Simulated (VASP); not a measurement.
A run of VASP 6.6.1 is set up as follows.

INCAR

```
PREC = Accurate ; ENCUT = 520
EDIFF = 1E-6 ; ISMEAR = 0
SIGMA = 0.02 ; LREAL = F
LASPH = T ; NELM = 100
ALGO = Normal ; ISIF = 2
LWAVE = F ; LCHARG = F
GGA = PE ; NBANDS = 46
```

The input KPOINTS:

```
Automatic mesh
0
Gamma
  8 8 4
```

The input POSCAR:

```
Zn4SeS3
1.0
    3.8214253720      0.0000000000      0.0000000000
    0.0000000000      3.8214253720      0.0000000000
    0.0000000000      0.0000000000     10.8001178351
Zn Se S
4 1 3
Direct
    0.5000000000      0.0000000000      0.8785633161
    0.0000000000      0.5000000000      0.1214366839
    0.5000000000      0.0000000000      0.3646200804
    0.0000000000      0.5000000000      0.6353799196
    0.0000000000      0.0000000000      0.5000000000
    0.0000000000      0.0000000000      0.0000000000
    0.5000000000      0.5000000000      0.2430923252
    0.5000000000      0.5000000000      0.7569076748
```

Potentials or basis: VASP PAW PBE potentials, release 64 (Zn, Se, S).

The run is started by

```bash
$ cat potpaw_PBE.64/Zn/POTCAR potpaw_PBE.64/Se/POTCAR potpaw_PBE.64/S/POTCAR > POTCAR
$ mpirun -np 1 vasp_std > vasp.out
```

Task: What does it give for the band gap on the k mesh?

Result: 1.96 eV, direct.

Task: Estimate the largest force.

Result: 0.014 eV/Å.

Task: Estimate the pressure.

Result: 4.9 GPa.

Forces in eV/Å, atoms in the order of the input:
```
Zn   0.000  0.000  0.000
Zn   0.000  0.000  0.000
Zn   0.000  0.000 -0.014
Zn   0.000  0.000  0.014
Se   0.000  0.000  0.000
S    0.000  0.000  0.000
S    0.000  0.000  0.003
S    0.000  0.000 -0.003
```

 A k mesh can miss the band edges.
